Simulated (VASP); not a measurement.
**FePt2: single point with PBE**

Crystal: FePt2.

```
Fe Pt
1.0
     2.75307    0.00000    0.00000
    -1.37654    2.38423    0.00000
     0.00000    0.00000   13.26417
Fe Pt
2 4
Direct
  0.33333 0.66667 0.08333
  0.66667 0.33333 0.91667
  0.33333 0.66667 0.41667
  0.33333 0.66667 0.75000
  0.66667 0.33333 0.25000
  0.66667 0.33333 0.58333
```

* Program: VASP 6.6.1
* Task: single point
* Functional: PBE
* Potentials or basis: VASP PAW PBE potentials, release 64 (Fe, Pt)
* Cutoff: 520 eV
* k mesh: 6 × 6 × 2
* Occupations: gaussian, width 0.1 eV
* Spin: collinear spin, antiferromagnetic start
* Starting moments: [-4.0, 4.0, 0.0, 0.0, 0.0, 0.0] μB
* Dipole correction: no
* Further INCAR settings: ALGO = Normal; EDIFF = 1e-07; NBANDS = 41

The pressure is 5.7 GPa, the largest force is 2.225 eV/Å and the band gap on the k mesh is zero (filled and empty bands overlap). The net moment is 0.00 μB per cell. The site moments are Fe -2.82, +2.82; Pt -0.02, +0.19, -0.19, +0.02 μB and the valence electrons inside the program's atomic spheres are Fe 6.88; Pt 9.42, 9.37 (each value once).

Forces on the atoms (eV/Å):
```
Fe   0.000  0.000 -0.095
Fe   0.000  0.000  0.095
Pt   0.000  0.000 -0.001
Pt   0.000  0.000  2.225
Pt   0.000  0.000 -2.225
Pt   0.000  0.000  0.001
```

Stress tensor (GPa, compression positive):
```
 1.43  0.00  0.00
 0.00  1.43  0.00
 0.00  0.00 14.21
```

Levels at points of the mesh, in eV from the Fermi level:
Spin up:
```
           k point  band 27  band 28  band 29  band 30  band 31  band 32  band 33  band 34
(0.00, 0.00, 0.00)    -0.80    -0.78    -0.78    -0.35    -0.35    -0.30     0.34     0.34
(0.50, 0.00, 0.00)     0.25     0.33     0.47     0.97     1.12     1.79     1.95     2.68
(0.00, 0.00, 0.50)    -1.35    -0.74    -0.74    -0.55    -0.36    -0.36     0.34     0.34
(0.50, 0.00, 0.50)     0.25     0.33     1.04     1.09     1.64     1.79     1.84     1.97
```
Spin down:
| k point | band 27 | band 28 | band 29 | band 30 | band 31 | band 32 | band 33 | band 34 |
| --- | --- | --- | --- | --- | --- | --- | --- | --- |
| (0.00, 0.00, 0.00) | -0.80 | -0.78 | -0.78 | -0.35 | -0.35 | -0.30 | 0.34 | 0.34 |
| (0.50, 0.00, 0.00) | 0.25 | 0.33 | 0.47 | 0.97 | 1.12 | 1.79 | 1.95 | 2.68 |
| (0.00, 0.00, 0.50) | -1.35 | -0.74 | -0.74 | -0.55 | -0.36 | -0.36 | 0.34 | 0.34 |
| (0.50, 0.00, 0.50) | 0.25 | 0.33 | 1.04 | 1.09 | 1.64 | 1.79 | 1.84 | 1.97 |

Wall time 4.1 min on 1 thread of Intel Xeon 8259CL, with other jobs on the host, peak memory 0.26 GiB.

Caveat: the k points lie up to 0.44 Å⁻¹ apart, too coarse for converged energies and pressures of a metal; the antiferromagnetic order is the one typed at the start, and another may lie lower; spin-orbit coupling is left out, which moves the levels of the heavy elements; forces of over 1 eV/Å act on the atoms, so gaps and moduli don't describe the material at rest.
